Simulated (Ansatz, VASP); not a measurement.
Two plane-wave programs on C

INCAR

```
PREC = Accurate ; ENCUT = 520
EDIFF = 1E-6 ; ISMEAR = 0
SIGMA = 0.05 ; LREAL = Auto
LASPH = T ; NELM = 100
ALGO = Normal ; ISIF = 2
LWAVE = F ; LCHARG = F
LDIPOL = T ; IDIPOL = 3
DIPOL = 0.5 0.5 0.500 ; GGA = PS
NBANDS = 51
```

File KPOINTS:

```
Automatic mesh
0
Gamma
  11 8 1
```

Contents of POSCAR:

```
C
1.0
    2.5129226041      0.0000000000      0.0000000000
    0.0000000000      3.5538092279      0.0000000000
    0.0000000000      0.0000000000     25.0516904164
C
18
Direct
    0.5000000000      0.0000000000      0.2993809949
    0.0000000000      0.2500000000      0.2993809949
    0.0000000000      0.5000000000      0.3495357462
    0.5000000000      0.7500000000      0.3495357462
    0.5000000000      0.0000000000      0.3996904974
    0.0000000000      0.2500000000      0.3996904974
    0.0000000000      0.5000000000      0.4498452487
    0.5000000000      0.7500000000      0.4498452487
    0.5000000000      0.0000000000      0.5000000000
    0.0000000000      0.2500000000      0.5000000000
    0.0000000000      0.5000000000      0.5501547513
    0.5000000000      0.7500000000      0.5501547513
    0.5000000000      0.0000000000      0.6003095026
    0.0000000000      0.2500000000      0.6003095026
    0.0000000000      0.5000000000      0.6504642538
    0.5000000000      0.7500000000      0.6504642538
    0.5000000000      0.0000000000      0.7006190051
    0.0000000000      0.2500000000      0.7006190051
```

Input for Ansatz:

```yaml
crystal:
  lattice:
    - [2.5129226041, 0.0, 0.0]
    - [0.0, 3.5538092279, 0.0]
    - [0.0, 0.0, 25.0516904164]
  atoms:
    - { symbol: C, position: [0.5, 0.0, 0.2993809949] }
    - { symbol: C, position: [0.0, 0.25, 0.2993809949] }
    - { symbol: C, position: [0.0, 0.5, 0.3495357462] }
    - { symbol: C, position: [0.5, 0.75, 0.3495357462] }
    - { symbol: C, position: [0.5, 0.0, 0.3996904974] }
    - { symbol: C, position: [0.0, 0.25, 0.3996904974] }
    - { symbol: C, position: [0.0, 0.5, 0.4498452487] }
    - { symbol: C, position: [0.5, 0.75, 0.4498452487] }
    - { symbol: C, position: [0.5, 0.0, 0.5] }
    - { symbol: C, position: [0.0, 0.25, 0.5] }
    - { symbol: C, position: [0.0, 0.5, 0.5501547513] }
    - { symbol: C, position: [0.5, 0.75, 0.5501547513] }
    - { symbol: C, position: [0.5, 0.0, 0.6003095026] }
    - { symbol: C, position: [0.0, 0.25, 0.6003095026] }
    - { symbol: C, position: [0.0, 0.5, 0.6504642538] }
    - { symbol: C, position: [0.5, 0.75, 0.6504642538] }
    - { symbol: C, position: [0.5, 0.0, 0.7006190051] }
    - { symbol: C, position: [0.0, 0.25, 0.7006190051] }
basis:
  ecutwfc: 420
kpoints:
  mp_grid: { grid: [11, 8, 1] }
hamiltonian:
  xc: pbesol
scf:
  occupations: { method: gaussian, width: 0.05 }
output:
  forces: true
  stress: true
  eigenvalues: true
  write_density: true
  write_potential: true
  elf: true
  volumetric_format: npy
efield:
  axis: 3
  dipole_correction: true
  ramp_width: 0.04
```

Alike in both runs: task single point; functional PBEsol; k mesh 11 × 8 × 1; occupations gaussian, width 0.05 eV; no spin polarisation.

```csv
,VASP,Ansatz
version,VASP 6.6.1,Ansatz 0.2.0
potentials or method,"VASP PAW PBE potentials, release 64 (C), cutoff 520 eV","scalar-relativistic, plane waves, PAW"
valence electrons in the cell,72,72
```

```tsv
	VASP	Ansatz	Ansatz less VASP
gap on the k mesh at the Fermi level (eV)	none	none	-
rms of the force components (eV/Å)	1.313	1.320	+0.0076
```

VASP's potentials were made for PBE, not for PBEsol. Atom by atom the forces differ by 0.011 eV/Å (rms over components). A gap of «none» marks a metal or a gap that the smearing closes. The functional is the same, so the differences come from potentials, cutoffs and numerics. Ansatz's warnings: xc potential rough in thin density.
